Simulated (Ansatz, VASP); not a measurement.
**Two plane-wave programs on Cd4O3**

```
CELL_PARAMETERS angstrom
5.72386 0.00000 0.00000
-2.86193 4.95701 0.00000
0.00000 0.00000 5.69508
ATOMIC_POSITIONS crystal
Cd 0.33333 0.66667 0.25267
Cd 0.33333 0.66667 0.74733
Cd 0.66667 0.33333 0.74733
Cd 0.66667 0.33333 0.25267
O 0.41455 0.00000 0.00000
O 0.00000 0.41455 0.00000
O 0.58545 0.58545 0.00000
```

Alike in both runs: functional PBE; k mesh 4 × 4 × 3; occupations gaussian, width 0.2 eV; no spin polarisation.

Ansatz relaxed the structure, and its values are those at the end. VASP's run is a single point on that final structure, the one shown.

|  | VASP | Ansatz |
| --- | --- | --- |
| version | VASP 6.6.1 | Ansatz 0.2.0 |
| potentials or method | VASP PAW PBE potentials, release 64 (Cd, O), cutoff 520 eV | scalar-relativistic, plane waves, PAW |
| valence electrons in the cell | 66 | 98 |

|  | VASP | Ansatz | Ansatz less VASP |
| --- | --- | --- | --- |
| gap on the k mesh at the Fermi level (eV) | none | none | - |
| pressure (GPa) | 0.8 | 0.0 | -0.83 |
| rms of the force components (eV/Å) | 0.061 | 0.015 | -0.0458 |

A gap of «none» marks a metal or a gap that the smearing closes. VASP's potentials hold 66 valence electrons a cell and Ansatz's 98, so a difference there can come from the potentials and not from the codes.

The k mesh is coarse, so the values compare programs but aren't converged.
